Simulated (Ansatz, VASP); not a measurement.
Ta2Mo in VASP and in Ansatz

```
CELL_PARAMETERS angstrom
-1.62189 1.62189 4.93610
1.62189 -1.62189 4.93610
1.62189 1.62189 -4.93610
ATOMIC_POSITIONS crystal
Ta 0.65962 0.65962 0.00000
Ta 0.34038 0.34038 0.00000
Mo 0.00000 0.00000 0.00000
```

Alike in both runs: functional PBE; k mesh 20 × 20 × 20; occupations gaussian, width 0.1 eV; no spin polarisation.

Ansatz relaxed the structure, and its values are those at the end. VASP's run is a single point on that final structure, the one shown.

```csv
,VASP,Ansatz
version,VASP 6.6.1,Ansatz 0.2.0
potentials or method,"VASP PAW PBE potentials, release 64 (Ta_pv, Mo_sv), cutoff 520 eV","scalar-relativistic, plane waves, PAW"
valence electrons in the cell,36,40
```

```csv
,VASP,Ansatz,Ansatz less VASP
gap on the k mesh at the Fermi level (eV),none,none,-
pressure (GPa),0.3,0.0,-0.24
rms of the force components (eV/Å),0.006,0.001,-0.0052
```

A gap of «none» marks a metal or a gap that the smearing closes. The functional is the same, so the differences come from potentials, cutoffs and numerics. VASP's potentials hold 36 valence electrons a cell and Ansatz's 40, so a difference there can come from the potentials and not from the codes.

Neither program's run includes spin-orbit coupling.
